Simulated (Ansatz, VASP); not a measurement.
## Two plane-wave programs on Pd

```
CELL_PARAMETERS angstrom
2.76694 0.00000 0.00000
-1.38347 2.39624 0.00000
0.00000 0.00000 6.96832
ATOMIC_POSITIONS crystal
Pd 0.00000 0.00000 0.00000
Pd 0.33333 0.66667 0.33333
Pd 0.66667 0.33333 0.66667
```

Alike in both runs: task relaxation of cell and atoms; functional PBE; k mesh 18 × 18 × 7; occupations gaussian, width 0.1 eV; no spin polarisation.

|  | VASP | Ansatz |
| --- | --- | --- |
| version | VASP 6.6.1 | Ansatz 0.2.0 |
| potentials or method | VASP PAW PBE potentials, release 64 (Pd), cutoff 600 eV | scalar-relativistic, plane waves, PAW |
| valence electrons in the cell | 30 | 54 |

```tsv
	VASP	Ansatz	Ansatz less VASP
gap on the k mesh at the Fermi level, each at its own relaxed structure (eV)	none	none	-
relaxed volume (Å³/atom)	15.29	15.32	+0.029
relaxed cell length with the largest relative difference (Å)	2.785	2.787	+0.0023
```

A gap of «none» marks a metal or a gap that the smearing closes. VASP's potentials hold 30 valence electrons a cell and Ansatz's 54, so a difference there can come from the potentials and not from the codes.
